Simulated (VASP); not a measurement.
# HfN (F-43m) in VASP: further runs, part 2 of 2

VASP 6.6.1.

### Step 3. Single point, r2SCAN

This run uses another cell than the first one, of 14.79 Å³/atom, 1.011 times its volume.

POSCAR reads:

```
HfN
1.0
    0.0000000000      2.4548220000      2.4548220000
    2.4548220000      0.0000000000      2.4548220000
    2.4548220000      2.4548220000      0.0000000000
Hf N
1 1
Direct
    0.0000000000      0.0000000000      0.0000000000
    0.7500000000      0.7500000000      0.7500000000
```

INCAR.step1 reads:

```
PREC     = Accurate       # precision mode
ENCUT    = 660            # plane-wave cutoff, eV
ISMEAR   = 0              # smearing method
SIGMA    = 0.1            # smearing width, eV
LREAL    = F              # projectors in reciprocal space
LASPH    = T              # aspherical terms in the spheres
NELM     = 120            # most SCF steps
NBANDS   = 14             # bands
GGA      = PE             # functional
ALGO     = Normal         # electronic algorithm
EDIFF    = 1E-5           # SCF threshold, eV
LWAVE    = T              # write WAVECAR
LCHARG   = F              # write CHGCAR
GGA_COMPAT= F
```

INCAR.step2 reads:

```
PREC     = Accurate       # precision mode
ENCUT    = 660            # plane-wave cutoff, eV
EDIFF    = 1E-6           # SCF threshold, eV
ISMEAR   = 0              # smearing method
SIGMA    = 0.1            # smearing width, eV
LREAL    = F              # projectors in reciprocal space
LASPH    = T              # aspherical terms in the spheres
NELM     = 120            # most SCF steps
ALGO     = Normal         # electronic algorithm
ISIF     = 2              # what is computed and relaxed
LWAVE    = F              # write WAVECAR
LCHARG   = T              # write CHGCAR
METAGGA  = R2SCAN         # meta-GGA
LMIXTAU  = T            
LELF     = T              # ELF
LVHAR    = T            
NBANDS   = 14             # bands
ISTART   = 1            
GGA_COMPAT= F
```

KPOINTS reads:

```
Automatic mesh
0
Gamma
  6 6 6
```

Potentials or basis: VASP PAW PBE potentials, release 64 (Hf_pv, N).

Command:

```
> cat potpaw_PBE.64/Hf_pv/POTCAR potpaw_PBE.64/N/POTCAR > POTCAR
> cp INCAR.step1 INCAR
> mpirun -np 1 vasp_std > vasp.out
> cp INCAR.step2 INCAR
> mpirun -np 1 vasp_std > vasp.out
```

OUTCAR:

```text
PREC = Accurate
   ENCUT = 660
   EDIFF = 1E-6
   ISMEAR = 0
   LREAL = F
   LASPH = T
   NELM = 120
   ISIF = 2
   METAGGA = R2SCAN
   ISTART = 1

 ion  position               nearest neighbor table
   1  0.000  0.000  0.000-   2 2.13   2 2.13   2 2.13   2 2.13
   2  0.750  0.750  0.750-   1 2.13   1 2.13   1 2.13   1 2.13

  LATTYP: Found a face centered cubic cell.
 ALAT       =     4.9096440000

  Lattice vectors:
[... 447 lines left out ...]
     13      16.6247      0.00000
     14      16.9886      0.00000

------------------------ aborting loop because EDIFF is reached ----------------------------------------

  FORCE on cell =-STRESS in cart. coord.  units (eV):
  Direction    XX          YY          ZZ          XY          YZ          ZX
  --------------------------------------------------------------------------------------
  -------------------------------------------------------------------------------------
  Total       -0.6697657     -0.6697657     -0.6697657     -0.0000000     -0.0000000      0.0000000
  in kB      -36.2696576    -36.2696576    -36.2696576     -0.0000000     -0.0000000      0.0000000
  external PRESSURE =     -36.2696576 kB  Pullay stress =       0.0000000 kB

 VOLUME and BASIS-vectors are now :
 -----------------------------------------------------------------------------
  energy-cutoff  :      660.00
  volume of cell :       29.59
      direct lattice vectors                 reciprocal lattice vectors
     0.000000000  2.454822000  2.454822000    -0.203680756  0.203680756  0.203680756
     2.454822000  0.000000000  2.454822000     0.203680756 -0.203680756  0.203680756
     2.454822000  2.454822000  0.000000000     0.203680756  0.203680756 -0.203680756

 POSITION                                       TOTAL-FORCE (eV/Angst)
 -----------------------------------------------------------------------------------
      0.00000      0.00000      0.00000        -0.000000      0.000000      0.000000
      3.68223      3.68223      3.68223         0.000000     -0.000000     -0.000000
 -----------------------------------------------------------------------------------
    total drift:                               -0.000000     -0.000000     -0.000000

  FREE ENERGIE OF THE ION-ELECTRON SYSTEM (eV)
  ---------------------------------------------------
  free  energy   TOTEN  =       -57.7190114436 eV

  energy  without entropy=      -57.7164043327  energy(sigma->0) =      -57.71770789
```

OUTCAR.step1:

```text
PREC = Accurate
   ENCUT = 660
   ISMEAR = 0
   LREAL = F
   LASPH = T
[... 482 lines left out ...]
 -----------------------------------------------------------------------------------
      0.00000      0.00000      0.00000        -0.000000     -0.000000     -0.000000
      3.68223      3.68223      3.68223         0.000000      0.000000      0.000000
 -----------------------------------------------------------------------------------
    total drift:                               -0.000000     -0.000000     -0.000000

  FREE ENERGIE OF THE ION-ELECTRON SYSTEM (eV)
  ---------------------------------------------------
  free  energy   TOTEN  =       -21.2302506928 eV

  energy  without entropy=      -21.2278306853  energy(sigma->0) =      -21.22904069
```

Wall time 21 s (1 thread of Intel Xeon 6975P-C (Granite Rapids), shared host); peak memory 0.17 GiB.

Results:

- Free energy: -57.7190 eV
- Pressure: -3.6 GPa

Caveat: the k points lie up to 0.37 Å⁻¹ apart; the PAW data sets were made with another functional, which shifts forces and pressure a little.
